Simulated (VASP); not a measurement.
Here is a VASP 6.6.1 calculation.

Contents of INCAR:

```
SYSTEM = HgTe
PREC = Accurate
ENCUT = 520
EDIFF = 1E-6
ISMEAR = 0
SIGMA = 0.1
LREAL = .False.
LASPH = .True.
NELM = 60
ALGO = Normal
ISIF = 2
LWAVE = .False.
LCHARG = .False.
GGA = PE
NBANDS = 16
```

The input KPOINTS:

```
regular mesh
0
Gamma
  12 12 12
  0 0 0
```

The input POSCAR:

```
HgTe
1.0
    0.0000000000      3.3474758100      3.3474758100
    3.3474758100      0.0000000000      3.3474758100
    3.3474758100      3.3474758100      0.0000000000
Hg Te
1 1
Direct
    0.0000000000      0.0000000000      0.0000000000
    0.7500000000      0.7500000000      0.7500000000
```

Potentials or basis: VASP PAW PBE potentials, release 64 (Hg, Te).

Run with:

```bash
$ cat potpaw_PBE.64/Hg/POTCAR potpaw_PBE.64/Te/POTCAR > POTCAR
$ mpirun -np 1 vasp_std > vasp.out
```

Predict the band gap on the k mesh.

zero (filled and empty bands touch).

Estimate the pressure.

-0.6 GPa.

Caveat: the cell differs from its parent crystal (strained); spin-orbit coupling is left out, which moves the levels of the heavy elements.
